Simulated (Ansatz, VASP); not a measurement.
## Ti in VASP and in Ansatz

```xyz
4
Lattice="-2.8720 0.0361 -0.0015 -0.0626 4.9594 -0.0009 1.4649 -2.4970 -4.4092" Properties=species:S:1:pos:R:3 pbc="T T T"
Ti   -1.3386   -0.7163   -3.3130
Ti   -0.1807    1.6498   -3.2976
Ti   -0.0510    3.2087   -1.1058
Ti   -1.3692    0.8549   -1.1067
```

Change from the starting cell: all atoms moved at random, sigma 0.1 Å a component, cell strained at random, sigma 0.03.

Alike in both runs: task single point; functional PBEsol; k mesh 12 × 12 × 12; occupations gaussian, width 0.15 eV; no spin polarisation.

```csv
,VASP,Ansatz
version,VASP 6.6.1,Ansatz 0.2.0
potentials or method,"VASP PAW PBE potentials, release 64 (Ti_sv), cutoff 520 eV","scalar-relativistic, plane waves, PAW"
valence electrons in the cell,48,48
```

```csv
,VASP,Ansatz,Ansatz less VASP
gap on the k mesh at the Fermi level (eV),none,none,-
pressure (GPa),8.5,8.9,+0.48
"traceless stress, the component that is largest in VASP (GPa)",3.10,3.12,+0.014
rms of the force components (eV/Å),0.487,0.489,+0.0022
```

VASP's potentials were made for PBE, not for PBEsol. Atom by atom the forces differ by 0.003 eV/Å (rms over components). A gap of «none» marks a metal or a gap that the smearing closes.
